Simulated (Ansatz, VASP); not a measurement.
**Ta2N in VASP and in Ansatz**

Contents of INCAR:

```
ALGO     = Normal         # electronic algorithm
EDIFF    = 1E-6           # SCF threshold, eV
ENCUT    = 700            # plane-wave cutoff, eV
GGA      = PS             # functional
GGA_COMPAT= F            
ISIF     = 2              # what is computed and relaxed
ISMEAR   = -1             # smearing method
LASPH    = T              # aspherical terms in the spheres
LCHARG   = F              # write CHGCAR
LMAXMIX  = 4              # l up to which the mixer works
LORBIT   = 11             # projections on sites
LORBMOM  = T            
LREAL    = F              # projectors in reciprocal space
LSORBIT  = T              # spin-orbit coupling
LWAVE    = F              # write WAVECAR
MAGMOM   = 0 0 0 0 0 0 0 0 0 # initial moments
NBANDS   = 44             # bands
NELM     = 200            # most SCF steps
PREC     = Accurate       # precision mode
SIGMA    = 0.05           # smearing width, eV
```

KPOINTS

```
k-points
0
Gamma
  10 10 6
```

POSCAR

```
Ta2N
1.0
    3.1128615060      0.0000000000      0.0000000000
   -1.5564307530      2.6958171426      0.0000000000
    0.0000000000      0.0000000000      4.8698410000
Ta N
2 1
Direct
    0.3333333333      0.6666666667      0.2547110000
    0.6666666667      0.3333333333      0.7452890000
    0.0000000000      0.0000000000      0.0000000000
```

File input.yaml:

```yaml
crystal:
  lattice:
    - [3.112861506, 0.0, 0.0]
    - [-1.556430753, 2.6958171426, 0.0]
    - [0.0, 0.0, 4.869841]
  atoms:
    - { symbol: Ta, position: [0.3333333333, 0.6666666667, 0.254711] }
    - { symbol: Ta, position: [0.6666666667, 0.3333333333, 0.745289] }
    - { symbol: "N", position: [0.0, 0.0, 0.0] }
hamiltonian:
  xc: pbesol
  pseudopotentials: { kind: paw_fr }
magnetization:
  noncollinear: true
  spin_orbit: true
kpoints:
  mp_grid: { grid: [10, 10, 6] }
  band_path:
    path:
      - [[0.0, 0.0, 0.0], [0.5, 0.0, 0.0], [0.3333333333, 0.3333333333, 0.0], [0.0, 0.0, 0.0], [0.0, 0.0, 0.5], [0.5, 0.0, 0.5], [0.3333333333, 0.3333333333, 0.5], [0.0, 0.0, 0.5]]
      - [[0.5, 0.0, 0.5], [0.5, 0.0, 0.0]]
      - [[0.3333333333, 0.3333333333, 0.0], [0.3333333333, 0.3333333333, 0.5]]
    npoints: 14
scf:
  occupations: { method: fermi_dirac, width: 0.05 }
  n_extra_bands: 7
output:
  forces: true
  stress: true
  eigenvalues: true
  fatbands: true
```

Alike in both runs: functional PBEsol; k mesh 10 × 10 × 6; occupations fermi-dirac, width 0.05 eV; non-collinear spin, spin-orbit coupling.

```csv
,VASP,Ansatz
version,VASP 6.6.1,Ansatz 0.2.0
potentials or method,"VASP PAW PBE potentials, release 64 (Ta_sv_GW, N)",Ansatz PAW
plane-wave cutoff (eV),700,420
valence electrons in the cell,31,31
task,single point,band structure
```

VASP gave:

```
pressure (GPa)                                                : -9.2
traceless stress, the component that is largest in VASP (GPa) : 0.44
rms of the force components (eV/Å)                            : 0.128
```

Q: What did Ansatz give for the same quantities?

A: Pressure (GPa): -9.5; traceless stress, the component that is largest in VASP (GPa): 0.63; rms of the force components (eV/Å): 0.146.

VASP's potentials were made for PBE, not for PBEsol. Atom by atom the forces differ by 0.018 eV/Å (rms over components).
